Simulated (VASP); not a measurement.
# Ta2Bi2O (P4/mmm) in VASP: single point with PBE

Aim: the single point of Ta2Bi2O with PBE.

Everything below comes from runs of VASP 6.6.1. Logs are shortened: lines on timing, memory, paths and dates and some standing lists are left out, and cuts for length are marked.

### 1 The cell of the first run

The structure is tetragonal, space group P4/mmm (No. 123). The conventional cell has a = 4.330 Å, b = 4.330 Å, c = 6.333 Å, α = 90.00°, β = 90.00°, γ = 90.00°. Within 4.0 Å of Ta (site symmetry 4/mmm) lie 4 Ta at 3.06 Å and 8 Bi at 3.84 Å. Within 4.0 Å of Ta (site symmetry 4/mmm) lie 4 Ta at 3.06 Å and 2 O at 3.17 Å and 8 Bi at 3.84 Å. Within 2.9 Å of Bi (site symmetry mmm) lie 2 O at 2.16 Å. O (site symmetry 4/mmm) has 4 Bi at 2.16 Å within 2.9 Å.

### 2 Single point, PBE, collinear spin, ferromagnetic start

INCAR reads:

```
  PREC = Accurate
  ENCUT = 520
  EDIFF = 1E-6
  ISMEAR = 0
  SIGMA = 0.1
  LREAL = F
  LASPH = T
  NELM = 150
  ALGO = Normal
  ISIF = 2
  LWAVE = F
  LCHARG = F
  ISPIN = 2
  MAGMOM = 1 1 0 0 0
  LORBIT = 11
  LMAXMIX = 4
  GGA = PE
  NBANDS = 41
```

KPOINTS reads:

```
regular mesh
0
Gamma
  4 4 4
```

POSCAR reads:

```
Ta2Bi2O
1.0
    4.3295908900      0.0000000000      0.0000000000
    0.0000000000      4.3295908900      0.0000000000
    0.0000000000      0.0000000000      6.3325128000
Ta Bi O
2 2 1
Direct
    0.5000000000      0.5000000000      0.5000000000
    0.0000000000      0.0000000000      0.5000000000
    0.0000000000      0.5000000000      0.0000000000
    0.5000000000      0.0000000000      0.0000000000
    0.0000000000      0.0000000000      0.0000000000
```

Potentials or basis: VASP PAW PBE potentials, release 64 (Ta_pv, Bi_d, O).

Started as:

```console
$ cat potpaw_PBE.64/Ta_pv/POTCAR potpaw_PBE.64/Bi_d/POTCAR potpaw_PBE.64/O/POTCAR > POTCAR
$ mpirun -np 1 vasp_std > vasp.out
```

OUTCAR:

```text
PREC = Accurate
   ENCUT = 520
   EDIFF = 1E-6
   ISMEAR = 0
   LREAL = F
   LASPH = T
   NELM = 150
   ISIF = 2
   ISPIN = 2
   LORBIT = 11
   GGA = PE

 ion  position               nearest neighbor table
   1  0.500  0.500  0.500-   2 3.06   2 3.06   2 3.06   2 3.06
   2  0.000  0.000  0.500-   1 3.06   1 3.06   1 3.06   1 3.06
   3  0.000  0.500  0.000-   5 2.16   5 2.16   4 3.06   4 3.06   4 3.06   4 3.06
   4  0.500  0.000  0.000-   5 2.16   5 2.16   3 3.06   3 3.06   3 3.06   3 3.06
   5  0.000  0.000  0.000-   3 2.16   4 2.16   3 2.16   4 2.16

  LATTYP: Found a simple tetragonal cell.
 ALAT       =     4.3295908900
 C/A-ratio  =     1.4626122793

  Lattice vectors:

 A1 = (   4.3295908900,   0.0000000000,   0.0000000000)
 A2 = (   0.0000000000,   4.3295908900,   0.0000000000)
 A3 = (   0.0000000000,   0.0000000000,   6.3325128000)

Analysis of symmetry for initial positions (statically):
=====================================================================
 Subroutine PRICEL returns:
 Original cell was already a primitive cell.

 Routine SETGRP: Setting up the symmetry group for a
 simple tetragonal supercell.

 Subroutine GETGRP returns: Found 16 space group operations
 (whereof 16 operations were pure point group operations)
 out of a pool of 16 trial point group operations.

The static configuration has the point symmetry D_4h.

Analysis of symmetry for dynamics (positions and initial velocities):
=====================================================================
 Subroutine PRICEL returns:
 Original cell was already a primitive cell.

 Routine SETGRP: Setting up the symmetry group for a
 simple tetragonal supercell.

 Subroutine GETGRP returns: Found 16 space group operations
 (whereof 16 operations were pure point group operations)
 out of a pool of 16 trial point group operations.

The dynamic configuration has the point symmetry D_4h.

Analysis of structural, dynamic, and magnetic symmetry:
=====================================================================
 Subroutine PRICEL returns:
 Original cell was already a primitive cell.

 Routine SETGRP: Setting up the symmetry group for a
 simple tetragonal supercell.

 Subroutine GETGRP returns: Found 16 space group operations
 (whereof 16 operations were pure point group operations)
 out of a pool of 16 trial point group operations.

The overall configuration has the point symmetry D_4h.

 Subroutine INISYM returns: Found 16 space group operations
 (whereof 16 operations are pure point group operations),
 and found     1 'primitive' translations

----------------------------------------------------------------------------------------

                                     Primitive cell

  volume of cell :     118.7052

  direct lattice vectors                    reciprocal lattice vectors
     4.329590890  0.000000000  0.000000000     0.230968705  0.000000000  0.000000000
     0.000000000  4.329590890  0.000000000     0.000000000  0.230968705  0.000000000
     0.000000000  0.000000000  6.332512800     0.000000000  0.000000000  0.157915196

  length of vectors
     4.329590890  4.329590890  6.332512800     0.230968705  0.230968705  0.157915196

  position of ions in fractional coordinates (direct lattice)
     0.500000000  0.500000000  0.500000000
     0.000000000  0.000000000  0.500000000
     0.000000000  0.500000000  0.000000000
     0.500000000  0.000000000  0.000000000
     0.000000000  0.000000000  0.000000000

  ion indices of the primitive-cell ions
   primitive index   ion index
                 1           1
                 2           2
                 3           3
                 4           4
                 5           5

----------------------------------------------------------------------------------------

 KPOINTS: regular mesh

Automatic generation of k-mesh.
 Grid dimensions read from file:
 generate k-points for:    4    4    4

 Generating k-lattice:

  Cartesian coordinates                     Fractional coordinates (reciprocal lattice)
     0.057742176  0.000000000  0.000000000     0.250000000  0.000000000  0.000000000
     0.000000000  0.057742176  0.000000000     0.000000000  0.250000000  0.000000000
     0.000000000  0.000000000  0.039478799     0.000000000  0.000000000  0.250000000

  Length of vectors
     0.057742176  0.057742176  0.039478799

  Shift w.r.t. Gamma in fractional coordinates (k-lattice)
     0.000000000  0.000000000  0.000000000

 Subroutine IBZKPT returns following result:
 ===========================================

 Found     18 irreducible k-points:

 Following reciprocal coordinates:
            Coordinates               Weight
  0.000000  0.000000  0.000000      1.000000
  0.250000  0.000000  0.000000      4.000000
  0.500000  0.000000  0.000000      2.000000
  0.250000  0.250000  0.000000      4.000000
  0.500000  0.250000  0.000000      4.000000
  0.500000  0.500000  0.000000      1.000000
[... 10 lines left out ...]
  0.500000  0.250000  0.500000      4.000000
  0.500000  0.500000  0.500000      1.000000
   k-points           NKPTS =     18   k-points in BZ     NKDIM =     18   number of bands    NBANDS=     41
   number of dos      NEDOS =    301   number of ions     NIONS =      5
   total plane-waves  NPLWV =  49152
   dimension x,y,z NGX =    32 NGY =   32 NGZ =   48
   dimension x,y,z NGXF=    64 NGYF=   64 NGZF=   96
   ions per type =               2   2   1
   NGX,Y,Z   is equivalent  to a cutoff of  12.29, 12.29, 12.60 a.u.
   NGXF,Y,Z  is equivalent  to a cutoff of  24.57, 24.57, 25.20 a.u.
 SYSTEM =  unknown system
   PREC   = accura    normal or accurate (medium, high low for compatibility)
   ISTART =      0    job   : 0-new  1-cont  2-samecut
   ICHARG =      2    charge: 1-file 2-atom 10-const
   ISPIN  =      2    spin polarized calculation?
   LNONCOLLINEAR =      F non collinear calculations
   LSORBIT =      F    spin-orbit coupling
   LASPH  =      T    aspherical Exc in radial PAW
   ENCUT  =  520.0 eV  38.22 Ry    6.18 a.u.   8.05  8.05 11.77*2*pi/ulx,y,z
   NELM   =    150;   NELMIN=  2; NELMDL= -5     # of ELM steps
   EDIFF  = 0.1E-05   stopping-criterion for ELM
   LREAL  =      F    real-space projection
[... 7 lines left out ...]
   TEBEG  =    0.0;   TEEND  =   0.0 temperature during run
   PSTRESS=    0.0 pullay stress
   NELECT =      58.0000    total number of electrons
   NUPDOWN=      -1.0000    fix difference up-down
   EMIN   =  10.00;   EMAX   =-10.00  energy-range for DOS
   EFERMI =   0.00;   METHOD = LEGACY
   ISMEAR =     0;   SIGMA  =   0.10  broadening in eV -4-tet -1-fermi 0-gaus
   EFERMI_NEDOS =   21; number of points for ismear=-14 and -15
   IALGO  =     38    algorithm
   IMIX   =      4    mixing-type and parameters
     AMIX     =   0.40;   BMIX     =  1.00
     AMIX_MAG =   1.60;   BMIX_MAG =  1.00
  volume/ion in A,a.u.               =      23.74       160.21
  Fermi-wavevector in a.u.,A,eV,Ry     =   1.289419  2.436650 22.621082  1.662603
  Thomas-Fermi vector in A             =   2.421313
   LORBIT       =     11    0 simple, 1 ext, 2 COOP (PROOUT), +10 PAW based schemes
   GGA     = PE    functional components
   LHFCALC =     F    Hartree Fock is set to
   AEXX    =    0.0000 exact exchange contribution
   IVDW    =     0    specifies the selected vdW correction
   LEPSILON=     F    determine dielectric tensor
   LRPA    =     F    only Hartree local field effects (RPA)
 spin polarized calculation
 Gauss-broadening in eV      SIGMA  =   0.10
  energy-cutoff  :      520.00
  volume of cell :      118.71
 maximum number of plane-waves:      3256
   NGX = 17   NGY = 17   NGZ = 23

 number of electron      58.0000000 magnetization       0.7773518

 Free energy of the ion-electron system (eV)
  ---------------------------------------------------
  ext. energy  EPLUGINS =         0.00000000
  ---------------------------------------------------
  free energy    TOTEN  =       -30.26993468 eV

  energy without entropy =      -30.23457336  energy(sigma->0) =      -30.25225402

 E-fermi :   6.1229     XC(G=0): -10.6421

 val. band max:        6.0996385064   @ k =   0.2500   0.2500   0.0000
 cond. band min:       6.1288780829   @ k =   0.5000   0.2500   0.2500
 fundamental gap:      0.0292395765
 Fermi energy:         6.1229220070

 spin component 1

 k-point     1 :       0.0000    0.0000    0.0000
  band No.  band energies     occupation
      1     -29.4774      1.00000
      2     -29.1282      1.00000
      3     -29.1174      1.00000
      4     -29.1174      1.00000
      5     -28.7430      1.00000
      6     -28.7430      1.00000
[... 33 lines left out ...]
     40      12.5016      0.00000
     41      12.7435      0.00000

 k-point     2 :       0.2500    0.0000    0.0000
  band No.  band energies     occupation
      1     -29.4751      1.00000
      2     -29.1302      1.00000
      3     -29.0760      1.00000
      4     -29.0724      1.00000
      5     -28.7941      1.00000
      6     -28.7903      1.00000
[... 33 lines left out ...]
     40      12.2741      0.00000
     41      12.6057      0.00000

 k-point     3 :       0.5000    0.0000    0.0000
  band No.  band energies     occupation
      1     -29.4728      1.00000
      2     -29.1321      1.00000
      3     -29.0087      1.00000
      4     -29.0014      1.00000
      5     -28.8710      1.00000
      6     -28.8635      1.00000
[... 610 lines left out ...]
      1     -29.4726      1.00000
      2     -29.1318      1.00000
      3     -29.1024      1.00000
      4     -29.1009      1.00000
      5     -28.7713      1.00000
      6     -28.7698      1.00000
[... 33 lines left out ...]
     40      11.8121      0.00000
     41      12.0858      0.00000

 k-point    18 :       0.5000    0.5000    0.5000
  band No.  band energies     occupation
      1     -29.4723      1.00000
      2     -29.1598      1.00000
      3     -29.1598      1.00000
      4     -29.1316      1.00000
      5     -28.7123      1.00000
      6     -28.7123      1.00000
[... 33 lines left out ...]
     40      11.6242      0.00000
     41      11.8042      0.00000
 Fermi energy:         6.1229220070

 spin component 2

 k-point     1 :       0.0000    0.0000    0.0000
  band No.  band energies     occupation
      1     -29.1087      1.00000
      2     -29.0212      1.00000
      3     -28.9813      1.00000
      4     -28.9813      1.00000
      5     -28.6339      1.00000
      6     -28.6339      1.00000
[... 33 lines left out ...]
     40      12.7667      0.00000
     41      12.8133      0.00000

 k-point     2 :       0.2500    0.0000    0.0000
  band No.  band energies     occupation
      1     -29.0989      1.00000
      2     -29.0306      1.00000
      3     -28.9356      1.00000
      4     -28.9320      1.00000
      5     -28.6894      1.00000
      6     -28.6856      1.00000
[... 33 lines left out ...]
     40      12.3206      0.00000
     41      12.8878      0.00000

 k-point     3 :       0.5000    0.0000    0.0000
  band No.  band energies     occupation
      1     -29.0850      1.00000
      2     -29.0441      1.00000
      3     -28.8310      1.00000
      4     -28.8236      1.00000
      5     -28.8036      1.00000
      6     -28.7962      1.00000
[... 611 lines left out ...]
      2     -29.0438      1.00000
      3     -28.9642      1.00000
      4     -28.9639      1.00000
      5     -28.6632      1.00000
      6     -28.6629      1.00000
[... 33 lines left out ...]
     40      12.1506      0.00000
     41      12.1914      0.00000

 k-point    18 :       0.5000    0.5000    0.5000
  band No.  band energies     occupation
      1     -29.0845      1.00000
      2     -29.0435      1.00000
      3     -29.0259      1.00000
      4     -29.0259      1.00000
      5     -28.6011      1.00000
      6     -28.6011      1.00000
[... 33 lines left out ...]
     40      11.9572      0.00000
     41      11.9951      0.00000

------------------------ aborting loop because EDIFF is reached ----------------------------------------

  FORCE on cell =-STRESS in cart. coord.  units (eV):
  Direction    XX          YY          ZZ          XY          YZ          ZX
  --------------------------------------------------------------------------------------
  -------------------------------------------------------------------------------------
  Total        9.4128556      9.4128556    -10.5964374      0.0000000     -0.0000000      0.0000000
  in kB      127.0463460    127.0463460   -143.0212801      0.0000000     -0.0000000      0.0000000
  external PRESSURE =      37.0238039 kB  Pullay stress =       0.0000000 kB

 VOLUME and BASIS-vectors are now :
 -----------------------------------------------------------------------------
  energy-cutoff  :      520.00
  volume of cell :      118.71
      direct lattice vectors                 reciprocal lattice vectors
     4.329590890  0.000000000  0.000000000     0.230968705  0.000000000  0.000000000
     0.000000000  4.329590890  0.000000000     0.000000000  0.230968705  0.000000000
     0.000000000  0.000000000  6.332512800     0.000000000  0.000000000  0.157915196

 POSITION                                       TOTAL-FORCE (eV/Angst)
 -----------------------------------------------------------------------------------
      2.16480      2.16480      3.16626         0.000000      0.000000      0.000000
      0.00000      0.00000      3.16626         0.000000      0.000000      0.000000
      0.00000      2.16480      0.00000         0.000000      0.000000      0.000000
      2.16480      0.00000      0.00000         0.000000      0.000000      0.000000
      0.00000      0.00000      0.00000         0.000000      0.000000      0.000000
 -----------------------------------------------------------------------------------
    total drift:                                0.000000      0.000000     -0.000000

  FREE ENERGIE OF THE ION-ELECTRON SYSTEM (eV)
  ---------------------------------------------------
  free  energy   TOTEN  =       -30.2699346849 eV

  energy  without entropy=      -30.2345733624  energy(sigma->0) =      -30.25225402

 total charge

# of ion       s       p       d       tot
------------------------------------------
    1        0.348   6.035   2.123   8.506
    2        0.371   6.025   2.116   8.512
    3        1.598   1.190  10.028  12.816
    4        1.598   1.190  10.028  12.816
    5        1.609   3.499   0.000   5.108
--------------------------------------------------
tot          5.524  17.940  24.294  47.758

 magnetization (x)

# of ion       s       p       d       tot
------------------------------------------
    1        0.002   0.005   0.113   0.121
    2        0.021   0.012   0.352   0.385
    3        0.006  -0.019   0.001  -0.012
    4        0.006  -0.019   0.001  -0.012
    5        0.003   0.006   0.000   0.008
--------------------------------------------------
tot          0.038  -0.014   0.466   0.490
```

It took 2.7 min on 1 thread of AMD EPYC 7R13 (Zen 3), shared host; peak memory 0.3 GiB.

Results:

| Quantity | Value |
| --- | --- |
| Free energy | -30.2699 eV |
| Pressure | 3.7 GPa |
| Net moment | 0.78 μB per cell |
| Site moments | Ta +0.12, +0.39; Bi -0.01; O +0.01 μB |
| Valence electrons inside the program's atomic spheres | Ta 8.51; Bi 12.82; O 5.11 |

Caveat: the k points lie up to 0.36 Å⁻¹ apart; spin-orbit coupling is left out, which moves the levels of the heavy elements.
